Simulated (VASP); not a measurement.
InPt3C, 5 atoms in the cell. It takes space group Pm-3m (No. 221, cubic). Conventional cell: a = 4.223 Å, b = 4.223 Å, c = 4.223 Å, α = 90.00°, β = 90.00°, γ = 90.00°. In (site symmetry m-3m) has 12 Pt at 2.99 Å and 8 C at 3.66 Å within 3.9 Å. C (site symmetry m-3m) has 6 Pt at 2.11 Å within 2.8 Å. Within 2.8 Å of Pt (site symmetry 4/mmm) lie 2 C at 2.11 Å. 

| Property | Result |
| --- | --- |
| Program | VASP 6.6.1 |
| Task | single point |
| Functional | r2SCAN |
| Potentials or basis | VASP PAW PBE potentials, release 64 (In_d, C, Pt) |
| Cutoff | 520 eV |
| k mesh | 5 × 5 × 5 |
| Occupations | gaussian, width 0.1 eV |
| Spin | no spin polarisation |
| Dipole correction | no |
| Further INCAR settings | ALGO = Normal; EDIFF = 1e-06; NBANDS = 32 |

Potentials or basis: VASP PAW PBE potentials, release 64 (In_d, C, Pt).

The run is started by

```console
$ cat potpaw_PBE.64/In_d/POTCAR potpaw_PBE.64/C/POTCAR potpaw_PBE.64/Pt/POTCAR > POTCAR
$ cp INCAR.step1 INCAR
$ mpirun -np 1 vasp_std > vasp.out
$ cp INCAR.step2 INCAR
$ mpirun -np 1 vasp_std > vasp.out
```

Hardware: 1 thread of Intel Xeon 8259CL, on a shared host.

Estimate the wall time of this run.

Wall time 76 s on 1 thread of Intel Xeon 8259CL, on a shared host, peak memory 0.19 GiB. Counts: k points 10.
